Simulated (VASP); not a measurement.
Here is a VASP 6.6.1 calculation.

INCAR

```
PREC = Accurate
ENCUT = 400
EDIFF = 1E-8
ISMEAR = -1
SIGMA = 0.03
LREAL = False
LASPH = True
NELM = 200
ALGO = Normal
ISIF = 2
LWAVE = False
LCHARG = False
MAGMOM = 0 0 0 0 0 0
LORBIT = 11
LSORBIT = True
GGA_COMPAT = False
LORBMOM = True
GGA = PE
LEFG = True
NBANDS = 28
```

KPOINTS

```
Automatic mesh
0
Gamma
  12 12 12
```

POSCAR

```
CaSe
1.0
    0.0000000000      2.9789653787      2.9789653787
    2.9789653787      0.0000000000      2.9789653787
    2.9789653787      2.9789653787      0.0000000000
Ca Se
1 1
Direct
    0.0000000000      0.0000000000      0.0000000000
    0.5000000000      0.5000000000      0.5000000000
```

Potentials or basis: VASP PAW PBE potentials, release 64 (Ca_sv, Se).

Run with:

```bash
$ cat potpaw_PBE.64/Ca_sv/POTCAR potpaw_PBE.64/Se/POTCAR > POTCAR
$ mpirun -np 1 vasp_ncl > vasp.out
```

Task: Estimate the pressure.

Result: 0.2 GPa.

Task: Predict the net moment.

Result: 0.00 μB per cell.

Moments on the atoms (μB; x, y, z):
```
Ca  0.00 0.00 0.00
Se  0.00 0.00 0.00
```
